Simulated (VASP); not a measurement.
# Hf (P6_3/mmc) in VASP: single point with r2SCAN

Aim: the single point of Hf with r2SCAN.

All numbers are computed with VASP 6.6.1; they aren't measurements. Logs are shortened: lines on timing, memory, paths and dates and some standing lists are left out, and cuts for length are marked.

**1. The cell of the first run**

The structure is hexagonal, space group P6_3/mmc (No. 194). Conventional cell: a = 3.266 Å, b = 3.266 Å, c = 5.128 Å, α = 90.00°, β = 90.00°, γ = 120.00°. Hf (site symmetry -6m2) has 12 Hf at 3.18 to 3.27 Å within 4.2 Å.

**2. Single point, r2SCAN**

File POSCAR:

```
Hf
1.0
    1.6329850000      2.8284130000      0.0000000000
   -1.6329850000      2.8284130000      0.0000000000
    0.0000000000      0.0000000000      5.1276520000
Hf
2
Direct
    0.3333300000      0.3333400000      0.2500000000
    0.6666600000      0.6666700000      0.7500000000
```

File INCAR.step1:

```
SYSTEM = Hf
PREC     = Accurate       ! precision mode
ENCUT    = 550            ! plane-wave cutoff, eV
ISMEAR   = -5             ! smearing method
SIGMA    = 0.1            ! smearing width, eV
LREAL    = .False.        ! projectors in reciprocal space
LASPH    = .True.         ! aspherical terms in the spheres
NELM     = 120            ! most SCF steps
NBANDS   = 17             ! bands
GGA      = PE             ! functional
ALGO     = Normal         ! electronic algorithm
EDIFF    = 1E-5           ! SCF threshold, eV
LWAVE    = .True.         ! write WAVECAR
LCHARG   = .False.        ! write CHGCAR
GGA_COMPAT= .False.
```

File INCAR.step2:

```
SYSTEM = Hf
PREC     = Accurate       ! precision mode
ENCUT    = 550            ! plane-wave cutoff, eV
EDIFF    = 1E-6           ! SCF threshold, eV
ISMEAR   = -5             ! smearing method
SIGMA    = 0.1            ! smearing width, eV
LREAL    = .False.        ! projectors in reciprocal space
LASPH    = .True.         ! aspherical terms in the spheres
NELM     = 120            ! most SCF steps
ALGO     = Normal         ! electronic algorithm
ISIF     = 2              ! what is computed and relaxed
LWAVE    = .False.        ! write WAVECAR
LCHARG   = .False.        ! write CHGCAR
METAGGA  = R2SCAN         ! meta-GGA
LMIXTAU  = .True.       
NBANDS   = 17             ! bands
ISTART   = 1            
GGA_COMPAT= .False.
```

File KPOINTS:

```
Automatic mesh
0
Gamma
  9 9 5
  0 0 0
```

Potentials or basis: VASP PAW PBE potentials, release 64 (Hf_pv).

Command:

```sh
$ cat potpaw_PBE.64/Hf_pv/POTCAR > POTCAR
$ cp INCAR.step1 INCAR
$ mpirun -np 1 vasp_std > vasp.out
$ cp INCAR.step2 INCAR
$ mpirun -np 1 vasp_std > vasp.out
```

OUTCAR:

```text
SYSTEM = Hf
   PREC = Accurate
   ENCUT = 550
   EDIFF = 1E-6
   ISMEAR = -5
   LREAL = .False.
   LASPH = .True.
   NELM = 120
   ISIF = 2
   METAGGA = R2SCAN
   ISTART = 1

 ion  position               nearest neighbor table
   1  0.333  0.333  0.250-   2 3.18   2 3.18   2 3.18   2 3.18   2 3.18   2 3.18
   2  0.667  0.667  0.750-   1 3.18   1 3.18   1 3.18   1 3.18   1 3.18   1 3.18

  LATTYP: Found a hexagonal cell.
 ALAT       =     3.2659700104
 C/A-ratio  =     1.5700242145

  Lattice vectors:

 A1 = (   1.6329850000,  -2.8284130000,   0.0000000000)
 A2 = (   1.6329850000,   2.8284130000,   0.0000000000)
 A3 = (   0.0000000000,   0.0000000000,   5.1276520000)

Analysis of symmetry for initial positions (statically):
=====================================================================
 Subroutine PRICEL returns:
 Original cell was already a primitive cell.

 Routine SETGRP: Setting up the symmetry group for a
 hexagonal supercell.

 Subroutine GETGRP returns: Found  8 space group operations
 (whereof  2 operations were pure point group operations)
 out of a pool of 24 trial point group operations.

The static configuration has the point symmetry C_2 .
 The point group associated with its full space group is D_2h.

Analysis of symmetry for dynamics (positions and initial velocities):
=====================================================================
 Subroutine PRICEL returns:
 Original cell was already a primitive cell.

 Routine SETGRP: Setting up the symmetry group for a
 hexagonal supercell.

 Subroutine GETGRP returns: Found  8 space group operations
 (whereof  2 operations were pure point group operations)
 out of a pool of 24 trial point group operations.

The dynamic configuration has the point symmetry C_2 .
 The point group associated with its full space group is D_2h.

 Subroutine INISYM returns: Found  8 space group operations
 (whereof  2 operations are pure point group operations),
 and found     1 'primitive' translations

----------------------------------------------------------------------------------------

                                     Primitive cell

  volume of cell :      47.3667

  direct lattice vectors                    reciprocal lattice vectors
     1.632985000  2.828413000  0.000000000     0.306187748  0.176777578  0.000000000
    -1.632985000  2.828413000  0.000000000    -0.306187748  0.176777578  0.000000000
     0.000000000  0.000000000  5.127652000     0.000000000  0.000000000  0.195021035

  length of vectors
     3.265970010  3.265970010  5.127652000     0.353555157  0.353555157  0.195021035

  position of ions in fractional coordinates (direct lattice)
     0.333330000  0.333340000  0.250000000
     0.666660000  0.666670000  0.750000000

  ion indices of the primitive-cell ions
   primitive index   ion index
                 1           1
                 2           2

----------------------------------------------------------------------------------------

 KPOINTS: Automatic mesh

Automatic generation of k-mesh.
 Grid dimensions read from file:
 generate k-points for:    9    9    5

 Generating k-lattice:

  Cartesian coordinates                     Fractional coordinates (reciprocal lattice)
     0.034020861  0.019641953  0.000000000     0.111111111  0.000000000  0.000000000
    -0.034020861  0.019641953  0.000000000     0.000000000  0.111111111  0.000000000
     0.000000000  0.000000000  0.039004207     0.000000000  0.000000000  0.200000000

  Length of vectors
     0.039283906  0.039283906  0.039004207

  Shift w.r.t. Gamma in fractional coordinates (k-lattice)
     0.000000000  0.000000000  0.000000000

 TETIRR: Found    611 inequivalent tetrahedra from     2430

 Subroutine IBZKPT returns following result:
 ===========================================

 Found     75 irreducible k-points:

 Following reciprocal coordinates:
            Coordinates               Weight
  0.000000  0.000000  0.000000      1.000000
  0.111111  0.000000  0.000000      4.000000
  0.111111  0.111111  0.000000      2.000000
  0.222222  0.000000  0.000000      4.000000
  0.222222  0.222222  0.000000      2.000000
  0.333333  0.000000  0.000000      4.000000
[... 16 lines left out ...]
  0.333333 -0.444444  0.000000      4.000000
 -0.222222  0.333333  0.000000      4.000000
 [... further k-points ...]
   k-points           NKPTS =     75   k-points in BZ     NKDIM =     75   number of bands    NBANDS=     17
   number of dos      NEDOS =    301   number of ions     NIONS =      2
   total plane-waves  NPLWV =  31360
   dimension x,y,z NGX =    28 NGY =   28 NGZ =   40
   dimension x,y,z NGXF=    56 NGYF=   56 NGZF=   80
   ions per type =               2
   NGX,Y,Z   is equivalent  to a cutoff of  14.25, 14.25, 12.97 a.u.
   NGXF,Y,Z  is equivalent  to a cutoff of  28.51, 28.51, 25.94 a.u.
 SYSTEM =  Hf
   PREC   = accura    normal or accurate (medium, high low for compatibility)
   ISTART =      1    job   : 0-new  1-cont  2-samecut
   ICHARG =      0    charge: 1-file 2-atom 10-const
   ISPIN  =      1    spin polarized calculation?
   LNONCOLLINEAR =      F non collinear calculations
   LSORBIT =      F    spin-orbit coupling
   LASPH  =      T    aspherical Exc in radial PAW
   ENCUT  =  550.0 eV  40.42 Ry    6.36 a.u.   6.25  6.25  9.81*2*pi/ulx,y,z
   NELM   =    120;   NELMIN=  2; NELMDL=  0     # of ELM steps
   EDIFF  = 0.1E-05   stopping-criterion for ELM
   LREAL  =      F    real-space projection
   EDIFFG = 0.1E-04   stopping-criterion for IOM
   NSW    =      0    number of steps for IOM
   IBRION =     -1    ionic relax: 0-MD 1-quasi-New 2-CG
   NFREE  =      0    steps in history (QN), initial steepest desc. (CG)
   ISIF   =      2    stress and relaxation
   ISYM   =      2    0-nonsym 1-usesym 2-fastsym
   POTIM  = 0.5000    time-step for ionic-motion
   TEBEG  =    0.0;   TEEND  =   0.0 temperature during run
   PSTRESS=    0.0 pullay stress
   NELECT =      20.0000    total number of electrons
   NUPDOWN=      -1.0000    fix difference up-down
   EMIN   =  10.00;   EMAX   =-10.00  energy-range for DOS
   EFERMI =   0.00;   METHOD = LEGACY
   ISMEAR =    -5;   SIGMA  =   0.10  broadening in eV -4-tet -1-fermi 0-gaus
   EFERMI_NEDOS =   21; number of points for ismear=-14 and -15
   IALGO  =     38    algorithm
   IMIX   =      4    mixing-type and parameters
     AMIX     =   0.40;   BMIX     =  1.00
     AMIX_MAG =   1.60;   BMIX_MAG =  1.00
  volume/ion in A,a.u.               =      23.68       159.82
  Fermi-wavevector in a.u.,A,eV,Ry     =   1.228175  2.320915 20.523221  1.508414
  Thomas-Fermi vector in A             =   2.363111
   LORBIT       =      0    0 simple, 1 ext, 2 COOP (PROOUT), +10 PAW based schemes
   METAGGA = R2SCAN    functional components
   LHFCALC =     F    Hartree Fock is set to
   AEXX    =    0.0000 exact exchange contribution
   IVDW    =     0    specifies the selected vdW correction
   LEPSILON=     F    determine dielectric tensor
   LRPA    =     F    only Hartree local field effects (RPA)
 non-spin polarized calculation
 Fermi weights with tetrahedron method with Bloechl corrections
  energy-cutoff  :      550.00
  volume of cell :       47.37
 maximum number of plane-waves:      1411
 NGX is ok and might be reduce to    28
   NGX = 13   NGY = 13   NGZ = 19

 number of electron      20.0000002 magnetization

 Free energy of the ion-electron system (eV)
  ---------------------------------------------------
  ext. energy  EPLUGINS =         0.00000000
  ---------------------------------------------------
  free energy    TOTEN  =       -90.24270446 eV

  energy without entropy =      -90.24270446  energy(sigma->0) =      -90.24270446

 E-fermi :   4.4822     XC(G=0): -11.8713

 val. band max:        4.4285810044   @ k =  -0.1111   0.1111   0.4000
 cond. band min:       4.3881385743   @ k =  -0.2222   0.3333   0.4000
 fundamental gap:     -0.0404424301
 Fermi energy:         4.4822353644

 k-point     1 :       0.0000    0.0000    0.0000
  band No.  band energies     occupation
      1     -27.8801      2.00000
      2     -27.2415      2.00000
      3     -27.2415      2.00000
      4     -27.1311      2.00000
      5     -27.1294      2.00000
      6     -27.1294      2.00000
[... 9 lines left out ...]
     16       7.1816      0.00000
     17       9.7852      0.00000

 k-point     2 :       0.1111    0.0000    0.0000
  band No.  band energies     occupation
      1     -27.8529      2.00000
      2     -27.2963      2.00000
      3     -27.2602      2.00000
      4     -27.1870      2.00000
      5     -27.1441      2.00000
      6     -27.1367      2.00000
[... 9 lines left out ...]
     16       6.8829      0.00000
     17      10.0356      0.00000

 k-point     3 :       0.1111    0.1111    0.0000
  band No.  band energies     occupation
      1     -27.8529      2.00000
      2     -27.2963      2.00000
      3     -27.2601      2.00000
      4     -27.1870      2.00000
      5     -27.1441      2.00000
      6     -27.1367      2.00000
[... 9 lines left out ...]
     16       6.8829      0.00000
     17      10.0356      0.00000

 k-point     4 :       0.2222    0.0000    0.0000
  band No.  band energies     occupation
      1     -27.7779      2.00000
      2     -27.4356      2.00000
      3     -27.3272      2.00000
      4     -27.3051      2.00000
      5     -27.1831      2.00000
      6     -27.1569      2.00000
[... 9 lines left out ...]
     16       7.7785      0.00000
     17      10.4548      0.00000

 k-point     5 :       0.2222    0.2222    0.0000
  band No.  band energies     occupation
      1     -27.7779      2.00000
      2     -27.4357      2.00000
      3     -27.3272      2.00000
      4     -27.3051      2.00000
      5     -27.1831      2.00000
      6     -27.1569      2.00000
[... 9 lines left out ...]
     16       7.7785      0.00000
     17      10.4549      0.00000

 k-point     6 :       0.3333    0.0000    0.0000
  band No.  band energies     occupation
      1     -27.6747      2.00000
      2     -27.5948      2.00000
      3     -27.4778      2.00000
      4     -27.3537      2.00000
      5     -27.2450      2.00000
      6     -27.1820      2.00000
[... 9 lines left out ...]
     16       9.0655      0.00000
     17      10.7396      0.00000
[... 281 lines left out ...]
 k-point    21 :      -0.2222    0.2222    0.0000
  band No.  band energies     occupation
      1     -27.6178      2.00000
      2     -27.5804      2.00000
      3     -27.5483      2.00000
      4     -27.3809      2.00000
      5     -27.2836      2.00000
      6     -27.2701      2.00000
[... 9 lines left out ...]
     16      10.3169      0.00000
     17      10.4227      0.00000

 k-point    22 :      -0.4444    0.2222    0.0000
  band No.  band energies     occupation
      1     -27.6461      2.00000
      2     -27.5440      2.00000
      3     -27.5244      2.00000
      4     -27.4614      2.00000
      5     -27.3563      2.00000
      6     -27.3190      2.00000
[... 9 lines left out ...]
     16      10.3735      0.00000
     17      11.0266      0.00000

 k-point    23 :       0.3333   -0.4444    0.0000
  band No.  band energies     occupation
      1     -27.6461      2.00000
      2     -27.5440      2.00000
      3     -27.5244      2.00000
      4     -27.4614      2.00000
      5     -27.3563      2.00000
      6     -27.3190      2.00000
[... 9 lines left out ...]
     16      10.3735      0.00000
     17      11.0297      0.00000

 k-point    24 :      -0.2222    0.3333    0.0000
  band No.  band energies     occupation
      1     -27.6461      2.00000
      2     -27.5440      2.00000
      3     -27.5244      2.00000
      4     -27.4614      2.00000
      5     -27.3563      2.00000
      6     -27.3190      2.00000
[... 9 lines left out ...]
     16      10.3735      0.00000
     17      11.0341      0.00000

 [... further k-points ...]
[... 5 lines left out ...]
  --------------------------------------------------------------------------------------
  -------------------------------------------------------------------------------------
  Total       -1.9646150     -1.9575069     -1.7729239      0.0000000     -0.0000000      0.0000000
  in kB      -66.4529833    -66.2125528    -59.9690426      0.0000000     -0.0000000      0.0000000
  external PRESSURE =     -64.2115262 kB  Pullay stress =       0.0000000 kB

 VOLUME and BASIS-vectors are now :
 -----------------------------------------------------------------------------
  energy-cutoff  :      550.00
  volume of cell :       47.37
      direct lattice vectors                 reciprocal lattice vectors
     1.632985000  2.828413000  0.000000000     0.306187748  0.176777578  0.000000000
    -1.632985000  2.828413000  0.000000000    -0.306187748  0.176777578  0.000000000
     0.000000000  0.000000000  5.127652000     0.000000000  0.000000000  0.195021035

 POSITION                                       TOTAL-FORCE (eV/Angst)
 -----------------------------------------------------------------------------------
     -0.00002      1.88562      1.28191         0.000000      0.002867     -0.000000
     -0.00002      3.77121      3.84574         0.000000     -0.002867      0.000000
 -----------------------------------------------------------------------------------
    total drift:                               -0.000000      0.000000     -0.000000

  FREE ENERGIE OF THE ION-ELECTRON SYSTEM (eV)
  ---------------------------------------------------
  free  energy   TOTEN  =       -90.2427044598 eV

  energy  without entropy=      -90.2427044598  energy(sigma->0) =      -90.24270446
```

Run time: 5.9 min. Hardware: 1 thread of Intel Xeon 8259CL, shared host; peak memory 0.21 GiB.

What came out:

```yaml
Free_energy: -90.2427 eV
Pressure: -6.4 GPa
Band_gap_on_the_k_mesh: zero (band 10 reaches 5.74 eV, above the bottom of band 11 at 4.06 eV)
```

Forces on the atoms (eV/Å):
```
Hf   0.000  0.003  0.000
Hf   0.000 -0.003  0.000
```

Stress tensor (GPa, compression positive):
```
-6.65  0.00  0.00
 0.00 -6.62  0.00
 0.00  0.00 -6.00
```

Caveat: the PAW data sets were made with another functional, which shifts forces and pressure a little; spin-orbit coupling is left out, which moves the levels of the heavy elements; tetrahedron occupations give inexact forces and stress in metals.
